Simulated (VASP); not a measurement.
Write the native input for VASP 6.6.1 that does the following.

```
Task                   : single point
Functional             : PBE
Potentials or basis    : VASP PAW PBE potentials, release 64 (Li_sv, Cl)
Cutoff                 : 520 eV
k mesh                 : 8 × 8 × 8
Occupations            : gaussian, width 0.02 eV
Spin                   : no spin polarisation
Dipole correction      : no
Further INCAR settings : ALGO = Normal; EDIFF = 1e-06; NBANDS = 12
```

The structure of LiCl lies in POSCAR:

```
LiCl
1.0
    0.0000000000      2.6427803123      2.6427803123
    2.6427803123      0.0000000000      2.6427803123
    2.6427803123      2.6427803123      0.0000000000
Li Cl
1 1
Direct
    0.0000000000      0.0000000000      0.0000000000
    0.2500000000      0.2500000000      0.2500000000
```

This cell differs from its parent crystal: volume scaled by 0.88.

The input as run:

INCAR

```
PREC = Accurate
ENCUT = 520
EDIFF = 1E-6
ISMEAR = 0
SIGMA = 0.02
LREAL = F
LASPH = T
NELM = 80
ALGO = Normal
ISIF = 2
LWAVE = F
LCHARG = F
GGA = PE
NBANDS = 12
```

KPOINTS

```
regular mesh
0
Gamma
  8 8 8
```

Potentials or basis: VASP PAW PBE potentials, release 64 (Li_sv, Cl).

Run with:

```console
$ cat potpaw_PBE.64/Li_sv/POTCAR potpaw_PBE.64/Cl/POTCAR > POTCAR
$ mpirun -np 1 vasp_std > vasp.out
```

It gave:

The band gap on the k mesh is 6.43 eV, direct.

It took 10 s on 1 thread of AMD EPYC 7R43 64-Core Processor (Zen 3) (shared host), peak memory 0.12 GiB.
